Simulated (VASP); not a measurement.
# GaGe in VASP: further runs, part 2 of 2

VASP 6.6.1. Earlier steps stand in the parts before.

**6. Single point, PBE (strain +0.000 along x and y, +0.030 along z)**

The input, INCAR:

```
PREC     = Accurate       # precision mode
ENCUT    = 520            # plane-wave cutoff, eV
EDIFF    = 1E-6           # SCF threshold, eV
ISMEAR   = 0              # smearing method
SIGMA    = 0.15           # smearing width, eV
LREAL    = False          # projectors in reciprocal space
LASPH    = True           # aspherical terms in the spheres
NELM     = 80             # most SCF steps
ALGO     = Normal         # electronic algorithm
ISIF     = 2              # what is computed and relaxed
LWAVE    = False          # write WAVECAR
LCHARG   = False          # write CHGCAR
GGA      = PE             # functional
NBANDS   = 20             # bands
```

The input, KPOINTS:

```
regular mesh
0
Gamma
  14 14 14
```

The input, POSCAR:

```
GaGe
1.0
    0.0000000000      2.8978440000      2.9847793200
    2.8978440000      0.0000000000      2.9847793200
    2.8978440000      2.8978440000      0.0000000000
Ga Ge
1 1
Direct
    0.7500000000      0.7500000000      0.7500000000
    0.0000000000      0.0000000000      0.0000000000
```

Potentials or basis: VASP PAW PBE potentials, release 64 (Ga_d, Ge_d).

On the command line:

```console
$ cat potpaw_PBE.64/Ga_d/POTCAR potpaw_PBE.64/Ge_d/POTCAR > POTCAR
$ mpirun -np 1 vasp_std > vasp.out
```

OUTCAR:

```text
PREC = Accurate
   ENCUT = 520
   EDIFF = 1E-6
   ISMEAR = 0
   LREAL = False
   LASPH = True
   NELM = 80
   ISIF = 2
   GGA = PE

 ion  position               nearest neighbor table
   1  0.750  0.750  0.750-   2 2.53   2 2.53   2 2.53   2 2.53
   2  0.000  0.000  0.000-   1 2.53   1 2.53   1 2.53   1 2.53

  LATTYP: Found a body centered tetragonal cell.
 ALAT       =     4.0981702864
 C/A-ratio  =     1.4566399692

  Lattice vectors:

 A1 = (  -2.8978440000,   0.0000000000,   2.9847793200)
 A2 = (   2.8978440000,   0.0000000000,   2.9847793200)
 A3 = (   0.0000000000,   2.8978440000,  -2.9847793200)

Analysis of symmetry for initial positions (statically):
=====================================================================
 Subroutine PRICEL returns:
 Original cell was already a primitive cell.

 Routine SETGRP: Setting up the symmetry group for a
 body centered tetragonal supercell.

 Subroutine GETGRP returns: Found  8 space group operations
 (whereof  8 operations were pure point group operations)
 out of a pool of 16 trial point group operations.

The static configuration has the point symmetry D_2d.

Analysis of symmetry for dynamics (positions and initial velocities):
=====================================================================
 Subroutine PRICEL returns:
 Original cell was already a primitive cell.

 Routine SETGRP: Setting up the symmetry group for a
 body centered tetragonal supercell.

 Subroutine GETGRP returns: Found  8 space group operations
 (whereof  8 operations were pure point group operations)
 out of a pool of 16 trial point group operations.

The dynamic configuration has the point symmetry D_2d.

 Subroutine INISYM returns: Found  8 space group operations
 (whereof  8 operations are pure point group operations),
 and found     1 'primitive' translations

----------------------------------------------------------------------------------------

                                     Primitive cell
[... 102 lines left out ...]
   NELECT =      27.0000    total number of electrons
   NUPDOWN=      -1.0000    fix difference up-down
   EMIN   =  10.00;   EMAX   =-10.00  energy-range for DOS
   EFERMI =   0.00;   METHOD = LEGACY
   ISMEAR =     0;   SIGMA  =   0.15  broadening in eV -4-tet -1-fermi 0-gaus
   EFERMI_NEDOS =   21; number of points for ismear=-14 and -15
   IALGO  =     38    algorithm
   IMIX   =      4    mixing-type and parameters
     AMIX     =   0.40;   BMIX     =  1.00
     AMIX_MAG =   1.60;   BMIX_MAG =  1.00
  volume/ion in A,a.u.               =      25.06       169.14
  Fermi-wavevector in a.u.,A,eV,Ry     =   1.331983  2.517083 24.139166  1.774179
  Thomas-Fermi vector in A             =   2.460953
   LORBIT       =      0    0 simple, 1 ext, 2 COOP (PROOUT), +10 PAW based schemes
   GGA     = PE    functional components
   LHFCALC =     F    Hartree Fock is set to
   AEXX    =    0.0000 exact exchange contribution
   IVDW    =     0    specifies the selected vdW correction
   LEPSILON=     F    determine dielectric tensor
   LRPA    =     F    only Hartree local field effects (RPA)
 non-spin polarized calculation
 Gauss-broadening in eV      SIGMA  =   0.15
  energy-cutoff  :      520.00
  volume of cell :       50.13
 maximum number of plane-waves:      1387
   NGX = 15   NGY = 15   NGZ = 15

 number of electron      27.0000005 magnetization

 Free energy of the ion-electron system (eV)
  ---------------------------------------------------
  ext. energy  EPLUGINS =         0.00000000
  ---------------------------------------------------
  free energy    TOTEN  =        -7.09134822 eV

  energy without entropy =       -7.07705049  energy(sigma->0) =       -7.08419935

 E-fermi :   2.8173     XC(G=0):  -9.4207

 val. band max:        2.8077746411   @ k =   0.2857  -0.0000   0.1429
 cond. band min:       2.8266084503   @ k =   0.2143   0.0000   0.2143
 fundamental gap:      0.0188338092
 Fermi energy:         2.8172697375

 k-point     1 :       0.0000    0.0000    0.0000
  band No.  band energies     occupation
      1     -21.1080      2.00000
      2     -21.1019      2.00000
      3     -21.1019      2.00000
      4     -21.0906      2.00000
      5     -21.0821      2.00000
      6     -11.4871      2.00000
[... 541 lines left out ...]
     19      11.5174      0.00000
     20      13.2418      0.00000

 [... further k-points ...]
[... 5 lines left out ...]
  --------------------------------------------------------------------------------------
  -------------------------------------------------------------------------------------
  Total       -0.3916821     -0.3916821     -0.3670947      0.0000000     -0.0000000     -0.0000000
  in kB      -12.5184938    -12.5184938    -11.7326590      0.0000000     -0.0000000     -0.0000000
  external PRESSURE =     -12.2565489 kB  Pullay stress =       0.0000000 kB

 VOLUME and BASIS-vectors are now :
 -----------------------------------------------------------------------------
  energy-cutoff  :      520.00
  volume of cell :       50.13
      direct lattice vectors                 reciprocal lattice vectors
     0.000000000  2.897844000  2.984779320    -0.172542069  0.172542069  0.167516572
     2.897844000  0.000000000  2.984779320     0.172542069 -0.172542069  0.167516572
     2.897844000  2.897844000  0.000000000     0.172542069  0.172542069 -0.167516572

 POSITION                                       TOTAL-FORCE (eV/Angst)
 -----------------------------------------------------------------------------------
      4.34677      4.34677      4.47717         0.000000      0.000000      0.000000
      0.00000      0.00000      0.00000        -0.000000     -0.000000     -0.000000
 -----------------------------------------------------------------------------------
    total drift:                                0.000010      0.000010     -0.000001

  FREE ENERGIE OF THE ION-ELECTRON SYSTEM (eV)
  ---------------------------------------------------
  free  energy   TOTEN  =        -7.0913482168 eV

  energy  without entropy=       -7.0770504873  energy(sigma->0) =       -7.08419935
```

OSZICAR:

```text
N       E                     dE             d eps       ncg     rms          rms(c)
DAV:   1     0.161984481653E+03    0.16198E+03   -0.13940E+04 10296   0.294E+03
DAV:   2     0.165650711368E+02   -0.14542E+03   -0.14188E+03  9912   0.530E+02
DAV:   3    -0.637455474999E+01   -0.22940E+02   -0.22810E+02 11116   0.136E+02
DAV:   4    -0.710943122111E+01   -0.73488E+00   -0.73427E+00 11152   0.263E+01
DAV:   5    -0.712217879018E+01   -0.12748E-01   -0.12747E-01 10996   0.382E+00    0.206E+00
DAV:   6    -0.709487239656E+01    0.27306E-01   -0.69727E-02 12060   0.372E+00    0.119E+00
DAV:   7    -0.709069526539E+01    0.41771E-02   -0.24846E-02 13104   0.183E+00    0.252E-01
DAV:   8    -0.709114134194E+01   -0.44608E-03   -0.47884E-03 10532   0.794E-01    0.552E-02
DAV:   9    -0.709131296778E+01   -0.17163E-03   -0.46456E-04 10916   0.268E-01    0.219E-02
DAV:  10    -0.709134135494E+01   -0.28387E-04   -0.50391E-05 12188   0.558E-02    0.803E-03
DAV:  11    -0.709134807789E+01   -0.67230E-05   -0.13013E-05  9152   0.278E-02    0.118E-03
DAV:  12    -0.709134821684E+01   -0.13895E-06   -0.68717E-07  7924   0.114E-02
   1 F= -.70913482E+01 E0= -.70841994E+01  d E =-.142977E-01
```

Wall time 3.4 min (1 thread of Intel Xeon Platinum 8259CL at 2.50GHz (Skylake/Cascade Lake), shared host); peak memory 0.37 GiB.

What came out:

* Free energy: -7.0913 eV
* Pressure: -1.2 GPa
* Band gap on the k mesh: zero (an odd number of electrons rules out a gap without spin polarisation)

Levels at points of the mesh, in eV from the Fermi level:
```csv
k point,band 10,band 11,band 12,band 13,band 14,band 15,band 16,band 17,band 18,band 19
"(0.00, 0.00, 0.00)",-14.24,-10.33,1.54,1.73,1.73,1.81,4.31,4.31,4.41,7.61
"(0.50, 0.00, 0.00)",-14.24,-8.45,-5.23,0.28,0.53,1.95,5.25,5.42,8.18,11.17
"(0.50, 0.50, 0.00)",-14.24,-7.52,-5.80,-1.04,-1.04,2.49,2.61,10.76,10.76,11.84
"(0.50, 0.00, 0.50)",-14.24,-7.40,-5.65,-1.24,-1.22,2.30,2.36,10.68,10.78,11.95
```

Caveat: the cell differs from its parent crystal (strain +0.000 along x and y, +0.030 along z).

**7. Single point, PBE (strain +0.030 along x and y, +0.000 along z)**

The input, INCAR:

```
SYSTEM = GaGe
PREC = Accurate
ENCUT = 520
EDIFF = 1E-6
ISMEAR = 0
SIGMA = 0.15
LREAL = .False.
LASPH = .True.
NELM = 80
ALGO = Normal
ISIF = 2
LWAVE = .False.
LCHARG = .True.
GGA = PE
LELF = .True.
LVHAR = .True.
NBANDS = 20
```

The input, KPOINTS:

```
Automatic mesh
0
Gamma
  14 14 14
  0 0 0
```

The input, POSCAR:

```
GaGe
1.0
    0.0000000000      2.9847793200      2.8978440000
    2.9847793200      0.0000000000      2.8978440000
    2.9847793200      2.9847793200      0.0000000000
Ga Ge
1 1
Direct
    0.7500000000      0.7500000000      0.7500000000
    0.0000000000      0.0000000000      0.0000000000
```

On the command line:

```console
$ cat potpaw_PBE.64/Ga_d/POTCAR potpaw_PBE.64/Ge_d/POTCAR > POTCAR
$ mpirun -np 1 vasp_std > vasp.out
```

Run time: 3.4 min. Hardware: 1 thread of Intel Xeon Platinum 8259CL at 2.50GHz (Skylake/Cascade Lake), shared host; peak memory 0.37 GiB.

Results (log left out):

```
Free energy            : -7.0744 eV
Pressure               : -2.4 GPa
Band gap on the k mesh : zero (an odd number of electrons rules out a gap without spin polarisation)
```

Levels at points of the mesh, in eV from the Fermi level:
| k point | band 10 | band 11 | band 12 | band 13 | band 14 | band 15 | band 16 | band 17 | band 18 | band 19 |
| --- | --- | --- | --- | --- | --- | --- | --- | --- | --- | --- |
| (0.00, 0.00, 0.00) | -14.24 | -10.18 | 1.53 | 1.55 | 1.55 | 1.72 | 4.21 | 4.31 | 4.31 | 7.48 |
| (0.50, 0.00, 0.00) | -14.24 | -8.38 | -5.15 | 0.28 | 0.51 | 1.82 | 5.16 | 5.36 | 8.11 | 10.90 |
| (0.50, 0.50, 0.00) | -14.24 | -7.33 | -5.54 | -1.25 | -1.25 | 2.23 | 2.26 | 10.51 | 10.51 | 11.72 |
| (0.50, 0.00, 0.50) | -14.24 | -7.44 | -5.68 | -1.07 | -1.05 | 2.41 | 2.49 | 10.40 | 10.50 | 11.55 |

Caveat: the cell differs from its parent crystal (strain +0.030 along x and y, +0.000 along z).

**8. Overview**

```csv
cell,gap on the mesh (eV),pressure (GPa)
"a = 3.975 Å, angles 60.0°, 2 atoms",none,5.7
"a = 4.037, b = 4.037, c = 3.975 Å, angles 60.5, 60.5, 59.0°, 2 atoms",none,3.5
"a = 4.100, b = 4.100, c = 3.975 Å, angles 61.0, 61.0, 58.0°, 2 atoms",none,1.7
"a = 4.037, b = 4.037, c = 4.098 Å, angles 59.5, 59.5, 61.0°, 2 atoms",none,1.7
"a = 4.160, b = 4.160, c = 4.098 Å, angles 60.5, 60.5, 59.0°, 2 atoms",none,-1.2
"a = 4.160, b = 4.160, c = 4.221 Å, angles 59.5, 59.5, 61.0°, 2 atoms",none,-2.4
```

Alike in all rows: task single point; level PBE; potentials or basis VASP PAW PBE potentials, release 64 (Ga_d, Ge_d); no spin polarisation; k mesh 14 × 14 × 14; cutoff (eV) 520; smearing gaussian 0.15 eV.

Caveats: the cell stands under pressure (at least some runs).

Absolute energies hang on the potentials; compare differences alone.
